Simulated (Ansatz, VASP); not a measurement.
Pt in VASP and in Ansatz

INCAR

```
SYSTEM = Pt
ALGO = Normal ; EDIFF = 1E-6
ENCUT = 520 ; GGA = RP
ISIF = 2 ; ISMEAR = -1
LASPH = .True. ; LCHARG = .False.
LREAL = .False. ; LWAVE = .False.
NBANDS = 11 ; NELM = 100
PREC = Accurate ; SIGMA = 0.1
```

KPOINTS

```
k-points
0
Gamma
  22 22 22
  0 0 0
```

Contents of POSCAR:

```
Pt
1.0
    0.0000000000      1.9423871703      1.9423871703
    1.9423871703      0.0000000000      1.9423871703
    1.9423871703      1.9423871703      0.0000000000
Pt
1
Direct
    0.0000000000      0.0000000000      0.0000000000
```

Input for Ansatz:

```yaml
crystal:
  lattice:
    - [0.0, 1.9423871703, 1.9423871703]
    - [1.9423871703, 0.0, 1.9423871703]
    - [1.9423871703, 1.9423871703, 0.0]
  atoms:
    - { symbol: Pt, position: [0.0, 0.0, 0.0] }
hamiltonian:
  xc: rpbe
  pseudopotentials:
    kind: paw
    azcp:
      Pt: "pseudopotentials/Pt.paw.azcp"
basis:
  ecutwfc: 420
  fft_grid_basis: typed
kpoints:
  mp_grid: { grid: [22, 22, 22], shift: [0, 0, 0] }
magnetization:
  spin_polarized: false
scf:
  occupations: { method: fermi_dirac, width: 0.1 }
output:
  stress: true
```

Alike in both runs: task single point; functional RPBE; k mesh 22 × 22 × 22; occupations fermi-dirac, width 0.1 eV; no spin polarisation.

|  | VASP | Ansatz |
| --- | --- | --- |
| version | VASP 6.6.1 | Ansatz 0.2.0 |
| potentials or method | VASP PAW PBE potentials, release 64 (Pt), cutoff 520 eV | plane waves (420 eV) with PAW, scalar-relativistic |
| valence electrons in the cell | 10 | 18 |

|  | VASP | Ansatz | Ansatz less VASP |
| --- | --- | --- | --- |
| pressure (GPa) | 23.4 | 24.1 | +0.65 |

VASP's potentials were made for PBE, not for RPBE. VASP's potentials hold 10 valence electrons a cell and Ansatz's 18, so a difference there can come from the potentials and not from the codes.

Spin-orbit coupling is off throughout.
